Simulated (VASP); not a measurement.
# HfC: electric field gradients with LDA

HfC:

```
CELL_PARAMETERS angstrom
0.00000 2.27850 2.32500
2.27850 0.00000 2.32500
2.27850 2.27850 0.00000
ATOMIC_POSITIONS crystal
Hf 0.50000 0.50000 0.50000
C 0.00000 0.00000 0.00000
```

This cell differs from its parent crystal: equal xx and yy strain of -2 %.

- Program: VASP 6.6.1
- Task: electric field gradients
- Functional: LDA
- Potentials or basis: VASP PAW LDA potentials, release 64 (Hf_pv, C)
- Cutoff: 520 eV
- k mesh: 12 × 12 × 12
- Occupations: fermi-dirac, width 0.05 eV
- Spin: no spin polarisation
- Dipole correction: no
- Further INCAR settings: ALGO = Normal; EDIFF = 1e-08; NBANDS = 14

| Property | Result |
| --- | --- |
| Pressure | -1.7 GPa |
| Band gap on the k mesh | zero (band 7 reaches 7.26 eV, above the bottom of band 8 at 5.73 eV) |

Stress tensor (GPa, compression positive):
```
 1.31  0.00  0.00
 0.00  1.31  0.00
 0.00  0.00 -7.71
```

Levels at points of the mesh, in eV from the Fermi level:
```
           k point  band 4  band 5  band 6  band 7  band 8  band 9  band 10  band 11
(0.00, 0.00, 0.00)  -12.37    0.94    1.06    1.06    1.14    1.36     1.36     3.25
(0.50, 0.00, 0.00)   -8.29   -6.34   -3.19   -3.14    5.34    5.50     5.95     6.81
(0.50, 0.50, 0.00)  -10.47   -2.63   -1.97    0.05    0.05    5.45     6.92     6.92
(0.50, 0.00, 0.50)  -10.43   -2.39   -2.01   -0.12   -0.02    5.44     6.78     7.07
```

Electric field gradients, principal values (V/Å²):
```tsv
atom	least	middle	greatest (by size)
1 Hf	-33.976	-33.977	67.954
2 C	-1.413	-1.415	2.828
```

Run time: 34 s on 1 thread of AMD EPYC 7R13 Processor (Zen 3), on a shared host, peak memory 0.14 GiB.

Caveat: the cell differs from its parent crystal (equal xx and yy strain of -2 %); without QUAD_EFG the Cq values of the log hold for a quadrupole moment of 1 mb, not for the nuclei; spin-orbit coupling is left out, which moves the levels of the heavy elements.
